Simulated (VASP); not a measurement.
Set up this calculation in VASP 6.6.1, as the native input.

```yaml
Task: dielectric tensor
Functional: r2SCAN
Potentials_or_basis: VASP PAW PBE potentials, release 64 (Zn, Se)
Cutoff: 520 eV
k_mesh: 6 × 6 × 6
Occupations: gaussian, width 0.01 eV
Spin: no spin polarisation
Dipole_correction: no
Further_INCAR_settings: ALGO = Normal; EDIFF = 1e-08
```

The structure of ZnSe (Stilleite) lies in POSCAR:

```
ZnSe
1.0
    0.0000000000      2.8324246721      2.8324246721
    2.8324246721      0.0000000000      2.8324246721
    2.8324246721      2.8324246721      0.0000000000
Zn Se
1 1
Direct
    0.0000000000      0.0000000000      0.0000000000
    0.2500000000      0.2500000000      0.2500000000
```

The input as run:

INCAR

```
SYSTEM = ZnSe
PREC     = Accurate       ! precision mode
ENCUT    = 520            ! plane-wave cutoff, eV
EDIFF    = 1E-8           ! SCF threshold, eV
ISMEAR   = 0              ! smearing method
SIGMA    = 0.01           ! smearing width, eV
LREAL    = .FALSE.        ! projectors in reciprocal space
LASPH    = .TRUE.         ! aspherical terms in the spheres
NELM     = 80             ! most SCF steps
ALGO     = Normal         ! electronic algorithm
ISIF     = 2              ! what is computed and relaxed
LWAVE    = .FALSE.        ! write WAVECAR
LCHARG   = .FALSE.        ! write CHGCAR
METAGGA  = R2SCAN         ! meta-GGA
LMIXTAU  = .TRUE.       
LCALCEPS = .TRUE.
```

KPOINTS

```
Automatic mesh
0
G
  6 6 6
  0 0 0
```

Potentials or basis: VASP PAW PBE potentials, release 64 (Zn, Se).

Run with:

```console
$ cat potpaw_PBE.64/Zn/POTCAR potpaw_PBE.64/Se/POTCAR > POTCAR
$ mpirun -np 1 vasp_std > vasp.out
```

Results of the run:

```json
{"Band gap on the k mesh": "1.87 eV, direct", "Electronic dielectric tensor (diagonal)": "6.24", "Born charges (mean of the diagonal)": "Zn +2.05; Se -2.05 e"}
```

Wall time 17 min on 1 thread of Intel(R) Xeon(R) 6975P-C (Granite Rapids), with other jobs on the host, peak memory 0.32 GiB.
